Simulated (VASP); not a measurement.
# Si (a cell with a defect) in VASP: single point with LDA

Aim: the single point of Si (a cell with a defect) with LDA.

Everything below comes from runs of VASP 6.6.1. Logs are shortened: lines on timing, memory, paths and dates and some standing lists are left out, and cuts for length are marked.

## 1. The cell of the first run

The cell holds a defect, 63 atoms: a = 10.860 Å, b = 10.860 Å, c = 10.860 Å, α = 90.00°, β = 90.00°, γ = 90.00°.

## 2. Single point, LDA

INCAR

```
ALGO = Normal ; EDIFF = 1E-6
ENCUT = 520 ; GGA = CA
ISIF = 2 ; ISMEAR = 0
LASPH = T ; LCHARG = F
LREAL = Auto ; LWAVE = F
NBANDS = 163 ; NELM = 80
PREC = Accurate ; SIGMA = 0.05
```

KPOINTS

```
k-points
0
Gamma
  1 1 1
```

POSCAR

```
Si
1.0
   10.8600000000      0.0000000000      0.0000000000
    0.0000000000     10.8600000000      0.0000000000
    0.0000000000      0.0000000000     10.8600000000
Si
63
Direct
    0.5017910681     -0.0005682320     -0.0018821363
    0.6261856354      0.1255562615      0.1240844383
    0.7519135359      0.2551884899      0.0055902394
    0.8695944751      0.3906975138      0.1410691529
    0.7495453039     -0.0003955801      0.2498704420
    0.8749824125      0.1248186004      0.3752223757
    0.0017428177     -0.0012092081      0.0014631676
    0.1221844383      0.1281081031      0.1266713628
    0.2485920810      0.2497874770      0.0001545120
    0.3725882136      0.3750564457      0.1254336096
    0.5019655617      0.4966783610      0.0019729282
    0.6239460405      0.6264320442      0.1279697974
    0.7491871087      0.7489964088      0.0004358195
    0.8728958564      0.8739088398      0.1260893186
    0.2503360037      0.0038561694      0.2494034991
    0.3803868324      0.1233969613      0.3756542357
    0.5016967772      0.2515644567      0.2472542357
    0.6239459484      0.3775696133      0.3767696133
    0.7483192449      0.5276417127      0.2779805709
    0.5068477901     -0.0066022099      0.4997831492
    0.6277832413      0.1217331492      0.6243713628
    0.7492310313      0.2501011971      0.4993105893
    0.8729934622      0.3756923573      0.6242359116
    0.7537478821     -0.0076896869      0.7427218232
    0.8760940147      0.1241790976      0.8747717311
   -0.0031579190      0.5017025783      0.0054906998
    0.1249848066      0.6270365562      0.1266479742
    0.2503988029      0.7504220994     -0.0026422652
    0.3714269797      0.8784385820      0.1221888582
   -0.0032048803      0.2550581952      0.2520559853
    0.1253872928      0.3757674954      0.3773638122
    0.2490686004      0.5006983425      0.2511023020
    0.3754637201      0.6248590239      0.3752684162
    0.4954622468      0.7526297422      0.2462113260
    0.6308424494      0.8651337017      0.3708699816
   -0.0017125230     -0.0034882136      0.4996432781
    0.1239048803      0.1226151934      0.6252491713
    0.2506448435      0.2467137201      0.5009408840
    0.3715594843      0.3718728361      0.6288008287
    0.4956430939      0.4959543278      0.5030148250
    0.6308105893      0.6207941989      0.6156034070
    0.7621750460      0.7111999079      0.4614446593
    0.8722604052      0.8569805709      0.6072757827
    0.2510809392     -0.0007878453      0.7496422652
    0.3752588398      0.1247865562      0.8751918969
    0.5018036832      0.2477100368      0.7497562615
    0.6263790976      0.3736216390      0.8757430018
    0.7496332413      0.4996174033      0.7498176796
    0.8749827808      0.6248387661      0.8752327808
    0.0042554328      0.7558965930      0.2483355433
    0.1274702578      0.8764261510      0.3748739411
    0.0049589319      0.4974370166      0.5063564457
    0.1276258748      0.6244053407      0.6269197974
    0.2508646409      0.7499833333      0.5003641805
    0.3767847145      0.8740571823      0.6244782689
    0.0015363720      0.2510997238      0.7493337017
    0.1221518416      0.3762495396      0.8785257827
    0.2503884899      0.4989537753      0.7543407919
    0.3802896869      0.6250148250      0.8741922652
    0.5065325967      0.7493514733      0.7440600368
    0.6276718232      0.8739950276      0.8721114180
   -0.0018132597      0.7491873849      0.7467677716
    0.1239378453      0.8746140884      0.8729188766
```

Potentials or basis: VASP PAW LDA potentials, release 64 (Si).

Run with:

```console
> cat potpaw_LDA.64/Si/POTCAR > POTCAR
> mpirun -np 1 vasp_gam > vasp.out
```

OUTCAR:

```text
EDIFF = 1E-6
   ENCUT = 520
   GGA = CA
   ISIF = 2
   ISMEAR = 0
   LASPH = T
   LREAL = Auto
   NELM = 80
   PREC = Accurate

 ion  position               nearest neighbor table
   1  0.502  0.999  0.998-  45 2.35  29 2.36   2 2.36  61 2.37
   2  0.626  0.126  0.124-  17 2.34   3 2.35   5 2.35   1 2.36
   3  0.752  0.255  0.006-  47 2.35   2 2.35  25 2.42   4 2.44
   4  0.870  0.391  0.141-  26 2.35  30 2.35   3 2.44  19 2.48
   5  0.750  1.000  0.250-  14 2.34  35 2.35   2 2.35   6 2.36
   6  0.875  0.125  0.375-  22 2.35  30 2.35   5 2.36  36 2.36
[... 41 lines left out ...]
  48  0.750  0.500  0.750-  23 2.34  41 2.35  47 2.35  49 2.36
  49  0.875  0.625  0.875-  13 2.35  26 2.35  48 2.36  62 2.36
  50  0.004  0.756  0.248-  51 2.32  27 2.33  14 2.33
  51  0.127  0.876  0.375-  50 2.32  36 2.35  54 2.35  15 2.36
  52  0.005  0.497  0.506-  53 2.32  31 2.33  23 2.33
  53  0.128  0.624  0.627-  52 2.32  62 2.35  54 2.35  58 2.36
  54  0.251  0.750  0.500-  55 2.35  33 2.35  51 2.35  53 2.35
  55  0.377  0.874  0.624-  54 2.35  60 2.35  20 2.35  44 2.36
  56  0.002  0.251  0.749-  37 2.35  57 2.35  25 2.37  23 2.37
  57  0.122  0.376  0.879-   9 2.35  56 2.35  58 2.35  26 2.37
  58  0.250  0.499  0.754-  39 2.34  57 2.35  53 2.36  59 2.36
  59  0.380  0.625  0.874-  58 2.36  11 2.37  28 2.37  60 2.39
  60  0.507  0.749  0.744-  61 2.34  55 2.35  59 2.39  41 2.39
  61  0.628  0.874  0.872-  60 2.34  24 2.35  13 2.35   1 2.37
  62  0.998  0.749  0.747-  53 2.35  43 2.35  49 2.36  63 2.37
  63  0.124  0.875  0.873-   7 2.35  44 2.35  28 2.35  62 2.37

  LATTYP: Found a simple cubic cell.
 ALAT       =    10.8600000000

  Lattice vectors:

 A1 = (  10.8600000000,   0.0000000000,   0.0000000000)
 A2 = (   0.0000000000,  10.8600000000,   0.0000000000)
 A3 = (   0.0000000000,   0.0000000000,  10.8600000000)

Analysis of symmetry for initial positions (statically):
=====================================================================
 Subroutine PRICEL returns:
 Original cell was already a primitive cell.

 Routine SETGRP: Setting up the symmetry group for a
 simple cubic supercell.

 Subroutine GETGRP returns: Found  1 space group operations
 (whereof  1 operations were pure point group operations)
 out of a pool of 48 trial point group operations.

The static configuration has the point symmetry C_1 .

Analysis of symmetry for dynamics (positions and initial velocities):
=====================================================================
 Subroutine PRICEL returns:
 Original cell was already a primitive cell.

 Routine SETGRP: Setting up the symmetry group for a
 simple cubic supercell.

 Subroutine GETGRP returns: Found  1 space group operations
[... 211 lines left out ...]
   PSTRESS=    0.0 pullay stress
   NELECT =     252.0000    total number of electrons
   NUPDOWN=      -1.0000    fix difference up-down
   EMIN   =  10.00;   EMAX   =-10.00  energy-range for DOS
   EFERMI =   0.00;   METHOD = LEGACY
   ISMEAR =     0;   SIGMA  =   0.05  broadening in eV -4-tet -1-fermi 0-gaus
   EFERMI_NEDOS =   21; number of points for ismear=-14 and -15
   IALGO  =     38    algorithm
   IMIX   =      4    mixing-type and parameters
     AMIX     =   0.40;   BMIX     =  1.00
     AMIX_MAG =   1.60;   BMIX_MAG =  1.00
  volume/ion in A,a.u.               =      20.33       137.20
  Fermi-wavevector in a.u.,A,eV,Ry     =   0.952164  1.799329 12.335269  0.906617
  Thomas-Fermi vector in A             =   2.080702
   LORBIT       =      0    0 simple, 1 ext, 2 COOP (PROOUT), +10 PAW based schemes
   GGA     = CA    functional components
   LHFCALC =     F    Hartree Fock is set to
   AEXX    =    0.0000 exact exchange contribution
   IVDW    =     0    specifies the selected vdW correction
   LEPSILON=     F    determine dielectric tensor
   LRPA    =     F    only Hartree local field effects (RPA)
 non-spin polarized calculation
 Gauss-broadening in eV      SIGMA  =   0.05
  energy-cutoff  :      520.00
  volume of cell :     1280.82
 maximum number of plane-waves:     17229
 NGX is ok and might be reduce to    84
   NGX = 41   NGY = 41   NGZ = 41

 number of electron     251.9999994 magnetization

 Free energy of the ion-electron system (eV)
  ---------------------------------------------------
  ext. energy  EPLUGINS =         0.00000000
  ---------------------------------------------------
  free energy    TOTEN  =      -365.26745095 eV

  energy without entropy =     -365.26036697  energy(sigma->0) =     -365.26390896

 E-fermi :   6.0791     XC(G=0):  -9.5433

 val. band max:        6.0070258525   @ k =   0.0000   0.0000   0.0000
 cond. band min:       6.1512522540   @ k =   0.0000   0.0000   0.0000
 fundamental gap:      0.1442264014
 Fermi energy:         6.0790920977

 k-point     1 :       0.0000    0.0000    0.0000
  band No.  band energies     occupation
      1      -6.2456      2.00000
      2      -5.2196      2.00000
      3      -5.2059      2.00000
      4      -5.1816      2.00000
      5      -5.1683      2.00000
      6      -5.1550      2.00000
[... 130 lines left out ...]
    137       6.7726      0.00000
    138       6.7945      0.00000
 [bands above 138 left out]

------------------------ aborting loop because EDIFF is reached ----------------------------------------

  FORCE on cell =-STRESS in cart. coord.  units (eV):
  Direction    XX          YY          ZZ          XY          YZ          ZX
  --------------------------------------------------------------------------------------
  -------------------------------------------------------------------------------------
  Total       -8.2670080    -17.7969140    -17.8401574      0.8335091     -5.8525120      1.0409447
  in kB      -10.3411649    -22.2620836    -22.3161765      1.0426330     -7.3208822      1.3021132
  external PRESSURE =     -18.3064750 kB  Pullay stress =       0.0000000 kB

 VOLUME and BASIS-vectors are now :
 -----------------------------------------------------------------------------
  energy-cutoff  :      520.00
  volume of cell :     1280.82
      direct lattice vectors                 reciprocal lattice vectors
    10.860000000  0.000000000  0.000000000     0.092081031  0.000000000  0.000000000
     0.000000000 10.860000000  0.000000000     0.000000000  0.092081031  0.000000000
     0.000000000  0.000000000 10.860000000     0.000000000  0.000000000  0.092081031

 POSITION                                       TOTAL-FORCE (eV/Angst)
 -----------------------------------------------------------------------------------
      5.44945     10.85383     10.83956         0.003747      0.003538      0.010573
      6.80038      1.36354      1.34756         0.018716     -0.000743      0.005894
      8.16578      2.77135      0.06071         0.010272     -0.009395     -0.008345
      9.44380      4.24297      1.53201        -0.002591     -0.007767     -0.007830
      8.14006     10.85570      2.71359        -0.001194     -0.004040      0.005433
      9.50231      1.35553      4.07492         0.001088     -0.005208     -0.010126
[... 55 lines left out ...]
     10.84031      8.13618      8.10990        -0.013942     -0.006546     -0.027965
      1.34596      9.49831      9.47990        -0.013763     -0.014933     -0.016833
 -----------------------------------------------------------------------------------
    total drift:                               -0.002643     -0.011267     -0.017143

  FREE ENERGIE OF THE ION-ELECTRON SYSTEM (eV)
  ---------------------------------------------------
  free  energy   TOTEN  =      -365.2674509546 eV

  energy  without entropy=     -365.2603669685  energy(sigma->0) =     -365.26390896
```

It took 5.5 min on 1 thread of Intel Xeon Platinum 8488C (Sapphire Rapids), shared host; peak memory 0.68 GiB.

Results:

```
Free energy   : -365.2675 eV
Pressure      : -1.8 GPa
Largest force : 0.272 eV/Å
```

Forces on the atoms (eV/Å):
```
Si   0.004  0.004  0.011
Si   0.019 -0.001  0.006
Si   0.010 -0.009 -0.008
Si  -0.003 -0.008 -0.008
Si  -0.001 -0.004  0.005
Si   0.001 -0.005 -0.010
Si  -0.009 -0.014  0.009
Si   0.004 -0.006 -0.005
Si   0.005 -0.001  0.001
Si   0.014 -0.004 -0.004
Si   0.013 -0.002  0.012
Si   0.007  0.016  0.012
Si   0.000  0.005 -0.002
Si  -0.008 -0.007  0.004
Si   0.002  0.017  0.005
Si   0.020  0.000 -0.011
Si   0.016  0.011 -0.004
Si   0.007  0.012  0.018
Si   0.024  0.007  0.008
Si  -0.016  0.017  0.020
Si  -0.005  0.015  0.009
Si  -0.001 -0.002  0.005
Si  -0.010  0.007 -0.009
Si  -0.006  0.007  0.009
Si   0.014 -0.006 -0.007
Si   0.009 -0.009 -0.009
Si   0.052 -0.016 -0.048
Si   0.005 -0.007 -0.031
Si  -0.022 -0.005 -0.011
Si   0.009 -0.009 -0.008
Si   0.047 -0.044 -0.017
Si   0.021 -0.016 -0.017
Si  -0.005 -0.005 -0.008
Si  -0.018  0.014 -0.007
Si  -0.055  0.044  0.019
Si  -0.016 -0.031 -0.008
Si  -0.013 -0.018 -0.016
Si   0.003 -0.031 -0.002
Si  -0.022 -0.012 -0.004
Si  -0.019 -0.008  0.016
Si  -0.054  0.012  0.045
Si  -0.203  0.128  0.128
Si  -0.026  0.006  0.008
Si  -0.012  0.005  0.002
Si   0.001 -0.003 -0.008
Si   0.002  0.009  0.003
Si   0.017  0.006  0.000
Si  -0.002  0.003 -0.003
Si   0.001 -0.007 -0.009
Si   0.114  0.021 -0.106
Si   0.014  0.007  0.001
Si   0.107 -0.102  0.025
Si   0.011  0.000  0.005
Si  -0.003  0.004  0.006
Si  -0.024  0.009  0.008
Si  -0.009  0.006 -0.015
Si   0.004 -0.004 -0.006
Si   0.004  0.006  0.016
Si   0.022 -0.009 -0.002
Si  -0.013  0.020  0.015
Si  -0.003  0.009  0.017
Si  -0.014 -0.007 -0.028
Si  -0.014 -0.015 -0.017
```

Levels at points of the mesh, in eV from the Fermi level:
```csv
k point,band 122,band 123,band 124,band 125,band 126,band 127,band 128,band 129,band 130,band 131
"(0.00, 0.00, 0.00)",-1.50,-0.78,-0.74,-0.68,-0.07,0.07,0.13,0.20,0.22,0.24
```

Caveat: the k points lie up to 0.58 Å⁻¹ apart.
